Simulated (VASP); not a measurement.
# MgO (P6_3mc) in VASP: single point with LDA

Aim: the single point of MgO with LDA.

All numbers are computed with VASP 6.6.1; they aren't measurements. Logs are shortened: lines on timing, memory, paths and dates and some standing lists are left out, and cuts for length are marked.

## (1) The cell of the first run

Symmetry: P6_3mc, No. 186, hexagonal system. Conventional cell: a = 3.308 Å, b = 3.308 Å, c = 4.983 Å, α = 90.00°, β = 90.00°, γ = 120.00°. Mg (site symmetry 3m) has 4 O at 1.97 to 1.99 Å within 2.6 Å. O (site symmetry 3m) has 4 Mg at 1.97 to 1.99 Å within 2.6 Å.

## (2) Single point, LDA

Contents of INCAR:

```
ALGO = Normal
EDIFF = 1E-6
ENCUT = 520
GGA = CA
ISIF = 2
ISMEAR = 0
LASPH = True
LCHARG = True
LELF = True
LREAL = False
LVHAR = True
LWAVE = False
NBANDS = 16
NELM = 100
PREC = Accurate
SIGMA = 0.01
```

Contents of KPOINTS:

```
k-points
0
Gamma
  7 7 4
```

Contents of POSCAR:

```
MgO
1.0
    3.3077900000      0.0000000000      0.0000000000
   -1.6538900000      2.8646300000      0.0000000000
    0.0000000000      0.0000000000      4.9828800000
Mg O
2 2
Direct
    0.3333333333      0.6666666667      0.0021600000
    0.6666666667      0.3333333333      0.5021600000
    0.3333333333      0.6666666667      0.4024400000
    0.6666666667      0.3333333333      0.9024400000
```

Potentials or basis: VASP PAW LDA potentials, release 64 (Mg, O).

The run is started by

```bash
$ cat potpaw_LDA.64/Mg/POTCAR potpaw_LDA.64/O/POTCAR > POTCAR
$ mpirun -np 1 vasp_std > vasp.out
```

OUTCAR:

```text
EDIFF = 1E-6
   ENCUT = 520
   GGA = CA
   ISIF = 2
   ISMEAR = 0
   LASPH = True
   LREAL = False
   NELM = 100
   PREC = Accurate

 ion  position               nearest neighbor table
   1  0.333  0.667  0.002-   4 1.97   4 1.97   4 1.97   3 1.99   2 3.14   2 3.14   2 3.14   2 3.14
                             2 3.14   2 3.14
   2  0.667  0.333  0.502-   3 1.97   3 1.97   3 1.97   4 1.99   1 3.14   1 3.14   1 3.14   1 3.14
                             1 3.14   1 3.14
   3  0.333  0.667  0.402-   2 1.97   2 1.97   2 1.97   1 1.99
   4  0.667  0.333  0.902-   1 1.97   1 1.97   1 1.97   2 1.99

  LATTYP: Found a hexagonal cell.
 ALAT       =     3.3077900000
 C/A-ratio  =     1.5064076014

  Lattice vectors:

 A1 = (   3.3077900000,   0.0000000000,   0.0000000000)
 A2 = (  -1.6538900000,   2.8646300000,   0.0000000000)
 A3 = (   0.0000000000,   0.0000000000,   4.9828800000)

Analysis of symmetry for initial positions (statically):
=====================================================================
 Subroutine PRICEL returns:
 Original cell was already a primitive cell.

 Routine SETGRP: Setting up the symmetry group for a
 hexagonal supercell.

 Subroutine GETGRP returns: Found 12 space group operations
 (whereof  6 operations were pure point group operations)
 out of a pool of 24 trial point group operations.

The static configuration has the point symmetry C_3v.
 The point group associated with its full space group is C_6v.

Analysis of symmetry for dynamics (positions and initial velocities):
=====================================================================
 Subroutine PRICEL returns:
 Original cell was already a primitive cell.

 Routine SETGRP: Setting up the symmetry group for a
 hexagonal supercell.

 Subroutine GETGRP returns: Found 12 space group operations
 (whereof  6 operations were pure point group operations)
 out of a pool of 24 trial point group operations.

The dynamic configuration has the point symmetry C_3v.
 The point group associated with its full space group is C_6v.

 Subroutine INISYM returns: Found 12 space group operations
 (whereof  6 operations are pure point group operations),
 and found     1 'primitive' translations

----------------------------------------------------------------------------------------

                                     Primitive cell

  volume of cell :      47.2158

  direct lattice vectors                    reciprocal lattice vectors
     3.307790000  0.000000000  0.000000000     0.302316653  0.174542083  0.000000000
    -1.653890000  2.864630000  0.000000000     0.000000000  0.349085222  0.000000000
     0.000000000  0.000000000  4.982880000     0.000000000  0.000000000  0.200687153

  length of vectors
     3.307790000  3.307787352  4.982880000     0.349084943  0.349085222  0.200687153

  position of ions in fractional coordinates (direct lattice)
     0.333333333  0.666666667  0.002160000
     0.666666667  0.333333333  0.502160000
     0.333333333  0.666666667  0.402440000
     0.666666667  0.333333333  0.902440000

  ion indices of the primitive-cell ions
   primitive index   ion index
                 1           1
                 2           2
                 3           3
                 4           4

----------------------------------------------------------------------------------------

 KPOINTS: k-points

Automatic generation of k-mesh.
 Grid dimensions read from file:
 generate k-points for:    7    7    4

 Generating k-lattice:

  Cartesian coordinates                     Fractional coordinates (reciprocal lattice)
     0.043188093  0.024934583  0.000000000     0.142857143  0.000000000  0.000000000
     0.000000000  0.049869317  0.000000000     0.000000000  0.142857143  0.000000000
     0.000000000  0.000000000  0.050171788     0.000000000  0.000000000  0.250000000

  Length of vectors
     0.049869278  0.049869317  0.050171788

  Shift w.r.t. Gamma in fractional coordinates (k-lattice)
     0.000000000  0.000000000  0.000000000

 Subroutine IBZKPT returns following result:
 ===========================================

 Found     24 irreducible k-points:

 Following reciprocal coordinates:
            Coordinates               Weight
  0.000000  0.000000  0.000000      1.000000
  0.142857  0.000000  0.000000      6.000000
  0.285714  0.000000  0.000000      6.000000
  0.428571  0.000000  0.000000      6.000000
  0.142857  0.142857  0.000000      6.000000
  0.285714  0.142857  0.000000     12.000000
[... 16 lines left out ...]
  0.428571  0.142857  0.500000      6.000000
  0.285714  0.285714  0.500000      6.000000
   k-points           NKPTS =     24   k-points in BZ     NKDIM =     24   number of bands    NBANDS=     16
   number of dos      NEDOS =    301   number of ions     NIONS =      4
   total plane-waves  NPLWV =  31360
   dimension x,y,z NGX =    28 NGY =   28 NGZ =   40
   dimension x,y,z NGXF=    56 NGYF=   56 NGZF=   80
   ions per type =               2   2
   NGX,Y,Z   is equivalent  to a cutoff of  14.07, 14.07, 13.35 a.u.
   NGXF,Y,Z  is equivalent  to a cutoff of  28.14, 28.15, 26.69 a.u.
 SYSTEM =  unknown system
   PREC   = accura    normal or accurate (medium, high low for compatibility)
   ISTART =      0    job   : 0-new  1-cont  2-samecut
   ICHARG =      2    charge: 1-file 2-atom 10-const
   ISPIN  =      1    spin polarized calculation?
   LNONCOLLINEAR =      F non collinear calculations
   LSORBIT =      F    spin-orbit coupling
   LASPH  =      T    aspherical Exc in radial PAW
   ENCUT  =  520.0 eV  38.22 Ry    6.18 a.u.   6.15  6.15  9.26*2*pi/ulx,y,z
   NELM   =    100;   NELMIN=  2; NELMDL= -5     # of ELM steps
   EDIFF  = 0.1E-05   stopping-criterion for ELM
   LREAL  =      F    real-space projection
   EDIFFG = 0.1E-04   stopping-criterion for IOM
   NSW    =      0    number of steps for IOM
   IBRION =     -1    ionic relax: 0-MD 1-quasi-New 2-CG
   NFREE  =      0    steps in history (QN), initial steepest desc. (CG)
   ISIF   =      2    stress and relaxation
   ISYM   =      2    0-nonsym 1-usesym 2-fastsym
   POTIM  = 0.5000    time-step for ionic-motion
   TEBEG  =    0.0;   TEEND  =   0.0 temperature during run
   PSTRESS=    0.0 pullay stress
   NELECT =      16.0000    total number of electrons
   NUPDOWN=      -1.0000    fix difference up-down
   EMIN   =  10.00;   EMAX   =-10.00  energy-range for DOS
   EFERMI =   0.00;   METHOD = LEGACY
   ISMEAR =     0;   SIGMA  =   0.01  broadening in eV -4-tet -1-fermi 0-gaus
   EFERMI_NEDOS =   21; number of points for ismear=-14 and -15
   IALGO  =     38    algorithm
   IMIX   =      4    mixing-type and parameters
     AMIX     =   0.40;   BMIX     =  1.00
     AMIX_MAG =   1.60;   BMIX_MAG =  1.00
  volume/ion in A,a.u.               =      11.80        79.66
  Fermi-wavevector in a.u.,A,eV,Ry     =   1.141351  2.156840 17.724064  1.302682
  Thomas-Fermi vector in A             =   2.278051
   LORBIT       =      0    0 simple, 1 ext, 2 COOP (PROOUT), +10 PAW based schemes
   GGA     = CA    functional components
   LHFCALC =     F    Hartree Fock is set to
   AEXX    =    0.0000 exact exchange contribution
   IVDW    =     0    specifies the selected vdW correction
   LEPSILON=     F    determine dielectric tensor
   LRPA    =     F    only Hartree local field effects (RPA)
 non-spin polarized calculation
 Gauss-broadening in eV      SIGMA  =   0.01
  energy-cutoff  :      520.00
  volume of cell :       47.22
 maximum number of plane-waves:      1303
 NGX is ok and might be reduce to    28
   NGX = 13   NGY = 13   NGZ = 19

 number of electron      15.9999999 magnetization

 Free energy of the ion-electron system (eV)
  ---------------------------------------------------
  ext. energy  EPLUGINS =         0.00000000
  ---------------------------------------------------
  free energy    TOTEN  =       -26.22829838 eV

  energy without entropy =      -26.22829838  energy(sigma->0) =      -26.22829838

 E-fermi :   0.9045     XC(G=0): -10.2707

 val. band max:        0.8243721692   @ k =   0.0000   0.0000   0.0000
 cond. band min:       4.1816683894   @ k =   0.0000   0.0000   0.0000
 fundamental gap:      3.3572962201
 Fermi energy:         0.9045320963

 k-point     1 :       0.0000    0.0000    0.0000
  band No.  band energies     occupation
      1     -15.1578      2.00000
      2     -14.2981      2.00000
      3      -2.5275      2.00000
      4       0.0245      2.00000
      5       0.0245      2.00000
      6       0.3728      2.00000
[... 8 lines left out ...]
     15      16.9559      0.00000
     16      16.9559      0.00000

 k-point     2 :       0.1429    0.0000    0.0000
  band No.  band energies     occupation
      1     -15.0524      2.00000
      2     -14.2642      2.00000
      3      -2.3295      2.00000
      4      -0.4877      2.00000
      5      -0.1663      2.00000
      6      -0.1047      2.00000
[... 8 lines left out ...]
     15      16.3096      0.00000
     16      16.6070      0.00000

 k-point     3 :       0.2857    0.0000    0.0000
  band No.  band energies     occupation
      1     -14.7902      2.00000
      2     -14.2046      2.00000
      3      -1.8043      2.00000
      4      -1.5488      2.00000
      5      -0.8757      2.00000
      6      -0.3369      2.00000
[... 8 lines left out ...]
     15      15.1526      0.00000
     16      15.9414      0.00000

 k-point     4 :       0.4286    0.0000    0.0000
  band No.  band energies     occupation
      1     -14.5248      2.00000
      2     -14.2011      2.00000
      3      -2.2618      2.00000
      4      -1.3654      2.00000
      5      -1.1152      2.00000
      6      -0.4955      2.00000
[... 8 lines left out ...]
     15      14.6690      0.00000
     16      16.4082      0.00000

 k-point     5 :       0.1429    0.1429    0.0000
  band No.  band energies     occupation
      1     -14.8681      2.00000
      2     -14.2176      2.00000
      3      -1.9627      2.00000
      4      -1.1584      2.00000
      5      -0.8504      2.00000
      6      -0.1623      2.00000
[... 8 lines left out ...]
     15      15.1508      0.00000
     16      16.2157      0.00000

 k-point     6 :       0.2857    0.1429    0.0000
  band No.  band energies     occupation
      1     -14.5968      2.00000
      2     -14.1910      2.00000
      3      -1.9347      2.00000
      4      -1.3848      2.00000
      5      -1.1728      2.00000
      6      -0.5493      2.00000
[... 8 lines left out ...]
     15      14.6663      0.00000
     16      16.4313      0.00000
[... 267 lines left out ...]
 k-point    21 :       0.1429    0.1429    0.5000
  band No.  band energies     occupation
      1     -14.5482      2.00000
      2     -14.5482      2.00000
      3      -1.7188      2.00000
      4      -1.7188      2.00000
      5      -0.1552      2.00000
      6      -0.1552      2.00000
[... 8 lines left out ...]
     15      15.6142      0.00000
     16      15.6142      0.00000

 k-point    22 :       0.2857    0.1429    0.5000
  band No.  band energies     occupation
      1     -14.3886      2.00000
      2     -14.3886      2.00000
      3      -2.0955      2.00000
      4      -2.0955      2.00000
      5      -0.4848      2.00000
      6      -0.4848      2.00000
[... 8 lines left out ...]
     15      15.8836      0.00000
     16      15.8836      0.00000

 k-point    23 :       0.4286    0.1429    0.5000
  band No.  band energies     occupation
      1     -14.3154      2.00000
      2     -14.3154      2.00000
      3      -2.2552      2.00000
      4      -2.2552      2.00000
      5      -0.6360      2.00000
      6      -0.6360      2.00000
[... 8 lines left out ...]
     15      15.9874      0.00000
     16      15.9874      0.00000

 k-point    24 :       0.2857    0.2857    0.5000
  band No.  band energies     occupation
      1     -14.2986      2.00000
      2     -14.2986      2.00000
      3      -1.9954      2.00000
      4      -1.9954      2.00000
      5      -1.1238      2.00000
      6      -1.1238      2.00000
[... 8 lines left out ...]
     15      16.3676      0.00000
     16      16.3676      0.00000

------------------------ aborting loop because EDIFF is reached ----------------------------------------

  FORCE on cell =-STRESS in cart. coord.  units (eV):
  Direction    XX          YY          ZZ          XY          YZ          ZX
  --------------------------------------------------------------------------------------
  -------------------------------------------------------------------------------------
  Total       -1.6567191     -1.6567189     -1.4492190     -0.0000029      0.0000000      0.0000000
  in kB      -56.2176345    -56.2176278    -49.1765104     -0.0000981      0.0000000      0.0000000
  external PRESSURE =     -53.8705909 kB  Pullay stress =       0.0000000 kB

 VOLUME and BASIS-vectors are now :
 -----------------------------------------------------------------------------
  energy-cutoff  :      520.00
  volume of cell :       47.22
      direct lattice vectors                 reciprocal lattice vectors
     3.307790000  0.000000000  0.000000000     0.302316653  0.174542083  0.000000000
    -1.653890000  2.864630000  0.000000000     0.000000000  0.349085222  0.000000000
     0.000000000  0.000000000  4.982880000     0.000000000  0.000000000  0.200687153

 POSITION                                       TOTAL-FORCE (eV/Angst)
 -----------------------------------------------------------------------------------
      0.00000      1.90975      0.01076        -0.000000      0.000000      0.048135
      1.65390      0.95488      2.50220         0.000000     -0.000000      0.048135
      0.00000      1.90975      2.00531         0.000000      0.000000     -0.048135
      1.65390      0.95488      4.49675        -0.000000      0.000000     -0.048135
 -----------------------------------------------------------------------------------
    total drift:                               -0.000000     -0.000000      0.001554

  FREE ENERGIE OF THE ION-ELECTRON SYSTEM (eV)
  ---------------------------------------------------
  free  energy   TOTEN  =       -26.2282983755 eV

  energy  without entropy=      -26.2282983755  energy(sigma->0) =      -26.22829838
```

It took 16 s on 1 thread of Intel Xeon 6975P-C (Granite Rapids), shared host; peak memory 0.16 GiB.

Results:

```
Free energy            : -26.2283 eV
Pressure               : -5.4 GPa
Largest force          : 0.048 eV/Å
Band gap on the k mesh : 3.36 eV, direct
```

Forces on the atoms (eV/Å):
```
Mg   0.000  0.000  0.048
Mg   0.000  0.000  0.048
O    0.000  0.000 -0.048
O    0.000  0.000 -0.048
```

Stress tensor (GPa, compression positive):
```
-5.62  0.00  0.00
 0.00 -5.62  0.00
 0.00  0.00 -4.92
```

Levels at points of the mesh, in eV from the valence-band top:
| k point | band 6 | band 7 | band 8 | band 9 | band 10 | band 11 |
| --- | --- | --- | --- | --- | --- | --- |
| (0.00, 0.00, 0.00) | -0.45 | -0.45 | 0.00 | 3.36 | 8.31 | 10.16 |
| (0.00, 0.00, 0.50) | -0.63 | -0.63 | -0.63 | 5.86 | 5.86 | 12.96 |
